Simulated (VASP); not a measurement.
Here is a VASP 6.6.1 calculation.

File INCAR:

```
PREC     = Accurate       # precision mode
ENCUT    = 520            # plane-wave cutoff, eV
EDIFF    = 1E-7           # SCF threshold, eV
ISMEAR   = -1             # smearing method
SIGMA    = 0.05           # smearing width, eV
LREAL    = False          # projectors in reciprocal space
LASPH    = True           # aspherical terms in the spheres
NELM     = 60             # most SCF steps
ALGO     = Normal         # electronic algorithm
ISIF     = 2              # what is computed and relaxed
LWAVE    = False          # write WAVECAR
LCHARG   = False          # write CHGCAR
GGA      = PE             # functional
NBANDS   = 18             # bands
```

KPOINTS

```
Automatic mesh
0
Gamma
  9 9 9
```

The input POSCAR:

```
TiCo
1.0
    2.9861109900      0.0000000000      0.0000000000
    0.0000000000      2.9861109900      0.0000000000
    0.0000000000      0.0000000000      2.9861109900
Co Ti
1 1
Direct
    0.5000000000      0.5000000000      0.5000000000
    0.0000000000      0.0000000000      0.0000000000
```

Potentials or basis: VASP PAW PBE potentials, release 64 (Co, Ti_sv).

Launch:

```sh
$ cat potpaw_PBE.64/Co/POTCAR potpaw_PBE.64/Ti_sv/POTCAR > POTCAR
$ mpirun -np 1 vasp_std > vasp.out
```

(1) Estimate the pressure.

## Answers

(1) -2.8 GPa.
